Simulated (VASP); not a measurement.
# HfC (Fm-3m) in VASP: a series of runs

HfC is run at these levels: LDA+U; tasks: single point.

Everything below comes from runs of VASP 6.6.1. Logs are shortened: lines on timing, memory, paths and dates and some standing lists are left out, and cuts for length are marked.

**1. The cell of the first run**

The structure is cubic, space group Fm-3m (No. 225). Conventional cell: a = 4.582 Å, b = 4.582 Å, c = 4.582 Å, α = 90.00°, β = 90.00°, γ = 90.00°. Hf (site symmetry m-3m) has 6 C at 2.29 Å within 3.0 Å. C (site symmetry m-3m) has 6 Hf at 2.29 Å within 3.0 Å.

**2. Single point, LDA+U**

File INCAR:

```
PREC     = Accurate       # precision mode
ENCUT    = 520            # plane-wave cutoff, eV
EDIFF    = 1E-6           # SCF threshold, eV
ISMEAR   = -1             # smearing method
SIGMA    = 0.05           # smearing width, eV
LREAL    = F              # projectors in reciprocal space
LASPH    = T              # aspherical terms in the spheres
NELM     = 150            # most SCF steps
ALGO     = Normal         # electronic algorithm
ISIF     = 2              # what is computed and relaxed
LWAVE    = F              # write WAVECAR
LCHARG   = F              # write CHGCAR
LMAXMIX  = 4              # l up to which the mixer works
LDAU     = T              # DFT+U
LDAUTYPE = 2            
LDAUL    = 2 -1           # shell
LDAUU    = 1 0            # U, eV
LDAUJ    = 0 0          
LDAUPRINT= 1            
GGA      = CA             # functional
NBANDS   = 14             # bands
```

File KPOINTS:

```
Automatic mesh
0
Gamma
  10 10 10
```

File POSCAR:

```
HfC
1.0
    0.0000000000      2.2911578621      2.2911578621
    2.2911578621      0.0000000000      2.2911578621
    2.2911578621      2.2911578621      0.0000000000
Hf C
1 1
Direct
    0.5000000000      0.5000000000      0.5000000000
    0.0000000000      0.0000000000      0.0000000000
```

Potentials or basis: VASP PAW LDA potentials, release 64 (Hf_pv, C).

Started as:

```console
$ cat potpaw_LDA.64/Hf_pv/POTCAR potpaw_LDA.64/C/POTCAR > POTCAR
$ mpirun -np 1 vasp_std > vasp.out
```

OUTCAR:

```text
PREC = Accurate
   ENCUT = 520
   EDIFF = 1E-6
   ISMEAR = -1
   LREAL = F
   LASPH = T
   NELM = 150
   ISIF = 2
   GGA = CA

 ion  position               nearest neighbor table
   1  0.500  0.500  0.500-   2 2.29   2 2.29   2 2.29   2 2.29   2 2.29   2 2.29
   2  0.000  0.000  0.000-   1 2.29   1 2.29   1 2.29   1 2.29   1 2.29   1 2.29

  LATTYP: Found a face centered cubic cell.
 ALAT       =     4.5823157242

  Lattice vectors:

 A1 = (   0.0000000000,   2.2911578621,   2.2911578621)
 A2 = (   2.2911578621,   0.0000000000,   2.2911578621)
 A3 = (   2.2911578621,   2.2911578621,   0.0000000000)

Analysis of symmetry for initial positions (statically):
=====================================================================
 Subroutine PRICEL returns:
 Original cell was already a primitive cell.

 Routine SETGRP: Setting up the symmetry group for a
 face centered cubic supercell.

 Subroutine GETGRP returns: Found 48 space group operations
 (whereof 48 operations were pure point group operations)
 out of a pool of 48 trial point group operations.

The static configuration has the point symmetry O_h .

Analysis of symmetry for dynamics (positions and initial velocities):
=====================================================================
 Subroutine PRICEL returns:
 Original cell was already a primitive cell.

 Routine SETGRP: Setting up the symmetry group for a
 face centered cubic supercell.

 Subroutine GETGRP returns: Found 48 space group operations
 (whereof 48 operations were pure point group operations)
 out of a pool of 48 trial point group operations.

The dynamic configuration has the point symmetry O_h .

 Subroutine INISYM returns: Found 48 space group operations
 (whereof 48 operations are pure point group operations),
 and found     1 'primitive' translations

----------------------------------------------------------------------------------------

                                     Primitive cell

  volume of cell :      24.0544

  direct lattice vectors                    reciprocal lattice vectors
     0.000000000  2.291157862  2.291157862    -0.218230270  0.218230270  0.218230270
     2.291157862  0.000000000  2.291157862     0.218230270 -0.218230270  0.218230270
     2.291157862  2.291157862  0.000000000     0.218230270  0.218230270 -0.218230270

  length of vectors
     3.240186522  3.240186522  3.240186522     0.377985916  0.377985916  0.377985916

  position of ions in fractional coordinates (direct lattice)
     0.500000000  0.500000000  0.500000000
     0.000000000  0.000000000  0.000000000

  ion indices of the primitive-cell ions
   primitive index   ion index
                 1           1
                 2           2

----------------------------------------------------------------------------------------

 KPOINTS: Automatic mesh

Automatic generation of k-mesh.
 Grid dimensions read from file:
 generate k-points for:   10   10   10

 Generating k-lattice:

  Cartesian coordinates                     Fractional coordinates (reciprocal lattice)
    -0.021823027  0.021823027  0.021823027     0.100000000  0.000000000  0.000000000
     0.021823027 -0.021823027  0.021823027     0.000000000  0.100000000  0.000000000
     0.021823027  0.021823027 -0.021823027     0.000000000  0.000000000  0.100000000

  Length of vectors
     0.037798592  0.037798592  0.037798592

  Shift w.r.t. Gamma in fractional coordinates (k-lattice)
     0.000000000  0.000000000  0.000000000

 Subroutine IBZKPT returns following result:
 ===========================================

 Found     47 irreducible k-points:
[... 38 lines left out ...]
   ISTART =      0    job   : 0-new  1-cont  2-samecut
   ICHARG =      2    charge: 1-file 2-atom 10-const
   ISPIN  =      1    spin polarized calculation?
   LNONCOLLINEAR =      F non collinear calculations
   LSORBIT =      F    spin-orbit coupling
   LASPH  =      T    aspherical Exc in radial PAW
   ENCUT  =  520.0 eV  38.22 Ry    6.18 a.u.   6.02  6.02  6.02*2*pi/ulx,y,z
   NELM   =    150;   NELMIN=  2; NELMDL= -5     # of ELM steps
   EDIFF  = 0.1E-05   stopping-criterion for ELM
   LREAL  =      F    real-space projection
   EDIFFG = 0.1E-04   stopping-criterion for IOM
   NSW    =      0    number of steps for IOM
   IBRION =     -1    ionic relax: 0-MD 1-quasi-New 2-CG
   NFREE  =      0    steps in history (QN), initial steepest desc. (CG)
   ISIF   =      2    stress and relaxation
   ISYM   =      2    0-nonsym 1-usesym 2-fastsym
   POTIM  = 0.5000    time-step for ionic-motion
   TEBEG  =    0.0;   TEEND  =   0.0 temperature during run
   PSTRESS=    0.0 pullay stress
   NELECT =      14.0000    total number of electrons
   NUPDOWN=      -1.0000    fix difference up-down
   EMIN   =  10.00;   EMAX   =-10.00  energy-range for DOS
   EFERMI =   0.00;   METHOD = LEGACY
   ISMEAR =    -1;   SIGMA  =   0.05  broadening in eV -4-tet -1-fermi 0-gaus
   EFERMI_NEDOS =   21; number of points for ismear=-14 and -15
   IALGO  =     38    algorithm
   IMIX   =      4    mixing-type and parameters
     AMIX     =   0.40;   BMIX     =  1.00
     AMIX_MAG =   1.60;   BMIX_MAG =  1.00
  volume/ion in A,a.u.               =      12.03        81.16
  Fermi-wavevector in a.u.,A,eV,Ry     =   1.366845  2.582962 25.419280  1.868264
  Thomas-Fermi vector in A             =   2.492949
   LORBIT       =      0    0 simple, 1 ext, 2 COOP (PROOUT), +10 PAW based schemes
 LDA+U is selected, type is set to LDAUTYPE =  2
   angular momentum for each species LDAUL =     2   -1
   U (eV)           for each species LDAUU =   1.0  0.0
   J (eV)           for each species LDAUJ =   0.0  0.0
   GGA     = CA    functional components
   LHFCALC =     F    Hartree Fock is set to
   AEXX    =    0.0000 exact exchange contribution
   IVDW    =     0    specifies the selected vdW correction
   LEPSILON=     F    determine dielectric tensor
   LRPA    =     F    only Hartree local field effects (RPA)
 non-spin polarized calculation
  energy-cutoff  :      520.00
  volume of cell :       24.05
 maximum number of plane-waves:       662
   NGX = 13   NGY = 13   NGZ = 13

atom =   1  type =  1  l = 2

 onsite density matrix

spin component  1

  0.1297  0.0000  0.0000 -0.0000  0.0000
  0.0000  0.1297 -0.0000 -0.0000 -0.0000
  0.0000 -0.0000  0.2500  0.0000  0.0000
 -0.0000 -0.0000  0.0000  0.1297  0.0000
  0.0000 -0.0000  0.0000  0.0000  0.2500

spin component  2

  0.1297  0.0000  0.0000 -0.0000  0.0000
  0.0000  0.1297 -0.0000 -0.0000 -0.0000
  0.0000 -0.0000  0.2500  0.0000  0.0000
 -0.0000 -0.0000  0.0000  0.1297  0.0000
  0.0000 -0.0000  0.0000  0.0000  0.2500

 occupancies and eigenvectors

  o =  0.1297  v =  0.0000  0.9990 -0.0000 -0.0447  0.0000  0.0000  0.0000  0.0000  0.0000  0.0000      0.0000  0.0000  0.0000  0.0000  0.0000  0.0000  0.0000  0.0000  0.0000  0.0000
  o =  0.1297  v =  0.0000  0.0000  0.0000  0.0000  0.0000  0.0000  0.9990 -0.0000 -0.0447  0.0000      0.0000  0.0000  0.0000  0.0000  0.0000  0.0000  0.0000  0.0000  0.0000  0.0000
  o =  0.1297  v =  1.0000  0.0000  0.0000  0.0000  0.0000  0.0000  0.0000  0.0000  0.0000  0.0000      0.0000  0.0000  0.0000  0.0000  0.0000  0.0000  0.0000  0.0000  0.0000  0.0000
  o =  0.1297  v =  0.0000  0.0000  0.0000  0.0000  0.0000  1.0000  0.0000  0.0000  0.0000  0.0000      0.0000  0.0000  0.0000  0.0000  0.0000  0.0000  0.0000  0.0000  0.0000  0.0000
  o =  0.1297  v =  0.0000  0.0447 -0.0000  0.9990 -0.0000  0.0000  0.0000  0.0000  0.0000  0.0000      0.0000  0.0000  0.0000  0.0000  0.0000  0.0000  0.0000  0.0000  0.0000  0.0000
  o =  0.1297  v =  0.0000  0.0000  0.0000  0.0000  0.0000  0.0000  0.0447 -0.0000  0.9990 -0.0000      0.0000  0.0000  0.0000  0.0000  0.0000  0.0000  0.0000  0.0000  0.0000  0.0000
  o =  0.2500  v =  0.0000 -0.0000 -0.0147  0.0000  0.9999  0.0000  0.0000  0.0000  0.0000  0.0000      0.0000  0.0000  0.0000  0.0000  0.0000  0.0000  0.0000  0.0000  0.0000  0.0000
  o =  0.2500  v =  0.0000  0.0000  0.0000  0.0000  0.0000  0.0000 -0.0000 -0.0147  0.0000  0.9999      0.0000  0.0000  0.0000  0.0000  0.0000  0.0000  0.0000  0.0000  0.0000  0.0000
  o =  0.2500  v =  0.0000  0.0000  0.0000  0.0000  0.0000  0.0000  0.0000  0.9999 -0.0000  0.0147      0.0000  0.0000  0.0000  0.0000  0.0000  0.0000  0.0000  0.0000  0.0000  0.0000
  o =  0.2500  v =  0.0000  0.0000  0.9999 -0.0000  0.0147  0.0000  0.0000  0.0000  0.0000  0.0000      0.0000  0.0000  0.0000  0.0000  0.0000  0.0000  0.0000  0.0000  0.0000  0.0000

 number of electron      14.0000000 magnetization

 Free energy of the ion-electron system (eV)
  ---------------------------------------------------
  ext. energy  EPLUGINS =         0.00000000
  ---------------------------------------------------
  free energy    TOTEN  =       -22.17204353 eV

  energy without entropy =      -22.16945656  energy(sigma->0) =      -22.17075004

 E-fermi :   6.3409     XC(G=0): -12.7036

 val. band max:        6.3133718227   @ k =   0.1000   0.0000   0.0000
 cond. band min:       6.4721080558   @ k =   0.1000   0.1000   0.0000
 fundamental gap:      0.1587362330
 Fermi energy:         6.3409127762

 k-point     1 :       0.0000    0.0000    0.0000
  band No.  band energies     occupation
      1     -23.0746      2.00000
      2     -23.0746      2.00000
      3     -23.0746      2.00000
      4      -6.1147      2.00000
      5       7.3345      0.00000
      6       7.3345      0.00000
      7       7.3345      0.00000
      8       7.7549      0.00000
      9       7.7549      0.00000
     10       7.7549      0.00000
     11       9.8349      0.00000
     12       9.8349      0.00000
     13      13.7328      0.00000
     14      17.3651      0.00000
[... 377 lines left out ...]
      1     -23.6632      2.00000
      2     -23.3106      2.00000
      3     -23.2857      2.00000
      4      -3.8790      2.00000
      5       2.5382      2.00000
      6       4.4479      2.00000
      7       5.6099      2.00000
      8       6.5394      0.03707
      9      11.9449      0.00000
     10      13.0673      0.00000
     11      13.1905      0.00000
     12      15.1281      0.00000
     13      18.4452      0.00000
     14      19.2187      0.00000

 [... further k-points ...]
[... 5 lines left out ...]
  --------------------------------------------------------------------------------------
  -------------------------------------------------------------------------------------
  Total        0.4269539      0.4269539      0.4269539      0.0000000      0.0000000      0.0000000
  in kB       28.4378336     28.4378336     28.4378336      0.0000000      0.0000000      0.0000000
  external PRESSURE =      28.4378336 kB  Pullay stress =       0.0000000 kB

 VOLUME and BASIS-vectors are now :
 -----------------------------------------------------------------------------
  energy-cutoff  :      520.00
  volume of cell :       24.05
      direct lattice vectors                 reciprocal lattice vectors
     0.000000000  2.291157862  2.291157862    -0.218230270  0.218230270  0.218230270
     2.291157862  0.000000000  2.291157862     0.218230270 -0.218230270  0.218230270
     2.291157862  2.291157862  0.000000000     0.218230270  0.218230270 -0.218230270

 POSITION                                       TOTAL-FORCE (eV/Angst)
 -----------------------------------------------------------------------------------
      2.29116      2.29116      2.29116         0.000000      0.000000      0.000000
      0.00000      0.00000      0.00000        -0.000000     -0.000000     -0.000000
 -----------------------------------------------------------------------------------
    total drift:                                0.000000     -0.000000      0.000000

  FREE ENERGIE OF THE ION-ELECTRON SYSTEM (eV)
  ---------------------------------------------------
  free  energy   TOTEN  =       -22.1720435295 eV

  energy  without entropy=      -22.1694565576  energy(sigma->0) =      -22.17075004
```

Wall time 7.8 s (1 thread of Intel Xeon Platinum 8259CL at 2.50GHz (Skylake/Cascade Lake), shared host); peak memory 0.14 GiB.

What came out:

```
Free energy            : -22.1720 eV
Pressure               : 2.8 GPa
Band gap on the k mesh : zero (band 7 reaches 7.33 eV, above the bottom of band 8 at 5.93 eV)
```

Eigenvalues of the final occupation matrices:
| site | spin | trace | eigenvalues |
| --- | --- | --- | --- |
| site 1 d | 1 | 0.89 | 0.13 0.13 0.13 0.25 0.25 |
| site 1 d | 2 | 0.89 | 0.13 0.13 0.13 0.25 0.25 |

Caveat: spin-orbit coupling is left out, which moves the levels of the heavy elements; U without spin polarisation on a metal has little footing; the U is typed as a test and isn't derived for this compound.

**3. Single point, LDA+U**

This run uses another cell than the first one, of 12.11 Å³/atom, 1.007 times its volume.

File INCAR:

```
SYSTEM = HfC
PREC = Accurate ; ENCUT = 520
EDIFF = 1E-6 ; ISMEAR = -1
SIGMA = 0.05 ; LREAL = .False.
LASPH = .True. ; NELM = 150
ALGO = Normal ; ISIF = 2
LWAVE = .False. ; LCHARG = .False.
LMAXMIX = 4 ; LDAU = .True.
LDAUTYPE = 2 ; LDAUL = 2 -1
LDAUU = 2 0 ; LDAUJ = 0 0
LDAUPRINT = 1 ; GGA = CA
NBANDS = 14
```

File KPOINTS:

```
Automatic mesh
0
Gamma
  10 10 10
  0 0 0
```

File POSCAR:

```
HfC
1.0
    0.0000000000      2.2963686904      2.2963686904
    2.2963686904      0.0000000000      2.2963686904
    2.2963686904      2.2963686904      0.0000000000
Hf C
1 1
Direct
    0.5000000000      0.5000000000      0.5000000000
    0.0000000000      0.0000000000      0.0000000000
```

Potentials or basis: VASP PAW LDA potentials, release 64 (Hf_pv, C).

Started as:

```console
$ cat potpaw_LDA.64/Hf_pv/POTCAR potpaw_LDA.64/C/POTCAR > POTCAR
$ mpirun -np 1 vasp_std > vasp.out
```

Wall time 8.4 s (1 thread of Intel Xeon Platinum 8259CL at 2.50GHz (Skylake/Cascade Lake), shared host); peak memory 0.14 GiB.

Results (log left out):

```
Free energy            : -21.4714 eV
Pressure               : 4.9 GPa
Band gap on the k mesh : zero (band 7 reaches 7.36 eV, above the bottom of band 8 at 5.98 eV)
```

Levels at points of the mesh, in eV from the Fermi level:
| k point | band 4 | band 5 | band 6 | band 7 | band 8 | band 9 | band 10 | band 11 |
| --- | --- | --- | --- | --- | --- | --- | --- | --- |
| (0.00, 0.00, 0.00) | -12.51 | 0.94 | 0.94 | 0.94 | 1.52 | 1.52 | 1.52 | 3.51 |
| (0.50, 0.00, 0.00) | -8.41 | -6.40 | -3.10 | -3.10 | 5.69 | 5.69 | 6.07 | 6.57 |
| (0.50, 0.50, 0.00) | -10.44 | -2.65 | -1.82 | -0.15 | -0.15 | 5.55 | 7.24 | 7.24 |

Eigenvalues of the final occupation matrices:
```tsv
site	spin	trace	eigenvalues
site 1 d	1	0.86	0.12 0.12 0.12 0.25 0.25
site 1 d	2	0.86	0.12 0.12 0.12 0.25 0.25
```

Caveat: spin-orbit coupling is left out, which moves the levels of the heavy elements; U without spin polarisation on a metal has little footing; the U is typed as a test and isn't derived for this compound.

**4. Single point, LDA+U**

This run uses another cell than the first one, of 12.20 Å³/atom, 1.014 times its volume.

File INCAR:

```
SYSTEM = HfC
PREC = Accurate ; ENCUT = 520
EDIFF = 1E-6 ; ISMEAR = -1
SIGMA = 0.05 ; LREAL = .FALSE.
LASPH = .TRUE. ; NELM = 150
ALGO = Normal ; ISIF = 2
LWAVE = .FALSE. ; LCHARG = .TRUE.
LMAXMIX = 4 ; LDAU = .TRUE.
LDAUTYPE = 2 ; LDAUL = 2 -1
LDAUU = 3 0 ; LDAUJ = 0 0
LDAUPRINT = 1 ; LELF = .TRUE.
LVHAR = .TRUE. ; NBANDS = 14
```

File KPOINTS:

```
regular mesh
0
G
  10 10 10
  0 0 0
```

File POSCAR:

```
HfC
1.0
    0.0000000000      2.3019651432      2.3019651432
    2.3019651432      0.0000000000      2.3019651432
    2.3019651432      2.3019651432      0.0000000000
Hf C
1 1
Direct
    0.5000000000      0.5000000000      0.5000000000
    0.0000000000      0.0000000000      0.0000000000
```

Started as:

```console
$ cat potpaw_LDA.64/Hf_pv/POTCAR potpaw_LDA.64/C/POTCAR > POTCAR
$ mpirun -np 1 vasp_std > vasp.out
```

Run time: 8.4 s. Hardware: 1 thread of Intel Xeon Platinum 8259CL at 2.50GHz (Skylake/Cascade Lake), shared host; peak memory 0.14 GiB.

Results (log left out):

```
Free energy            : -20.7919 eV
Pressure               : 6.8 GPa
Band gap on the k mesh : zero (band 7 reaches 7.39 eV, above the bottom of band 8 at 6.02 eV)
```

Levels at points of the mesh, in eV from the Fermi level:
```csv
k point,band 3,band 4,band 5,band 6,band 7,band 8,band 9,band 10,band 11,band 12
"(0.00, 0.00, 0.00)",-29.94,-12.57,0.88,0.88,0.88,1.63,1.63,1.63,3.53,3.53
"(0.50, 0.00, 0.00)",-30.02,-8.49,-6.42,-3.06,-3.06,5.78,5.78,6.10,6.40,11.77
"(0.50, 0.50, 0.00)",-30.20,-10.43,-2.77,-1.73,-0.22,-0.22,5.56,7.34,7.34,8.34
```

Eigenvalues of the final occupation matrices:
```csv
site,spin,trace,eigenvalues
site 1 d,1,0.83,0.12 0.12 0.12 0.24 0.24
site 1 d,2,0.83,0.12 0.12 0.12 0.24 0.24
```

Caveat: spin-orbit coupling is left out, which moves the levels of the heavy elements; U without spin polarisation on a metal has little footing; the U is typed as a test and isn't derived for this compound.

**5. Single point, LDA+U**

This run uses another cell than the first one, of 12.30 Å³/atom, 1.022 times its volume.

File INCAR:

```
SYSTEM = HfC
PREC = Accurate
ENCUT = 520
EDIFF = 1E-6
ISMEAR = -1
SIGMA = 0.05
LREAL = .FALSE.
LASPH = .TRUE.
NELM = 150
ALGO = Normal
ISIF = 2
LWAVE = .FALSE.
LCHARG = .FALSE.
LMAXMIX = 4
LDAU = .TRUE.
LDAUTYPE = 2
LDAUL = 2 -1
LDAUU = 4 0
LDAUJ = 0 0
LDAUPRINT = 1
GGA = CA
NBANDS = 14
```

File KPOINTS:

```
Automatic mesh
0
G
  10 10 10
  0 0 0
```

File POSCAR:

```
HfC
1.0
    0.0000000000      2.3080577057      2.3080577057
    2.3080577057      0.0000000000      2.3080577057
    2.3080577057      2.3080577057      0.0000000000
Hf C
1 1
Direct
    0.5000000000      0.5000000000      0.5000000000
    0.0000000000      0.0000000000      0.0000000000
```

Started as:

```console
$ cat potpaw_LDA.64/Hf_pv/POTCAR potpaw_LDA.64/C/POTCAR > POTCAR
$ mpirun -np 1 vasp_std > vasp.out
```

Run time: 8.5 s. Hardware: 1 thread of Intel Xeon Platinum 8259CL at 2.50GHz (Skylake/Cascade Lake), shared host; peak memory 0.14 GiB.

The run converged. Its results:

```yaml
Free_energy: -20.1341 eV
Pressure: 8.5 GPa
Band_gap_on_the_k_mesh: zero (band 7 reaches 7.41 eV, above the bottom of band 8 at 6.06 eV)
```

Levels at points of the mesh, in eV from the Fermi level:
| k point | band 3 | band 4 | band 5 | band 6 | band 7 | band 8 | band 9 | band 10 | band 11 | band 12 |
| --- | --- | --- | --- | --- | --- | --- | --- | --- | --- | --- |
| (0.00, 0.00, 0.00) | -30.20 | -12.61 | 0.83 | 0.83 | 0.83 | 1.76 | 1.76 | 1.76 | 3.57 | 3.57 |
| (0.50, 0.00, 0.00) | -30.28 | -8.56 | -6.42 | -3.01 | -3.01 | 5.90 | 5.90 | 6.14 | 6.23 | 11.70 |
| (0.50, 0.50, 0.00) | -30.45 | -10.40 | -2.87 | -1.61 | -0.30 | -0.30 | 5.59 | 7.46 | 7.46 | 8.11 |

Eigenvalues of the final occupation matrices:
```
    site  spin  trace               eigenvalues
site 1 d     1   0.81  0.11 0.11 0.11 0.24 0.24
site 1 d     2   0.81  0.11 0.11 0.11 0.24 0.24
```

Caveat: spin-orbit coupling is left out, which moves the levels of the heavy elements; U without spin polarisation on a metal has little footing; the U is typed as a test and isn't derived for this compound.

**6. Overview**

```csv
U,cell,gap on the mesh (eV),pressure (GPa)
Hf d U = 1.0 eV,"a = 3.240 Å, angles 60.0°, 2 atoms",none,2.8
Hf d U = 2.0 eV,"a = 3.248 Å, angles 60.0°, 2 atoms",none,4.9
Hf d U = 3.0 eV,"a = 3.255 Å, angles 60.0°, 2 atoms",none,6.8
Hf d U = 4.0 eV,"a = 3.264 Å, angles 60.0°, 2 atoms",none,8.5
```

Alike in all rows: task single point; level LDA+U; potentials or basis VASP PAW LDA potentials, release 64 (Hf_pv, C); no spin polarisation; k mesh 10 × 10 × 10; cutoff (eV) 520; smearing fermi-dirac 0.05 eV.

Caveats: spin-orbit coupling is left out, which moves the levels of the heavy elements; U without spin polarisation on a metal has little footing; the U is typed as a test and isn't derived for this compound.

Absolute energies hang on the potentials; compare differences alone.
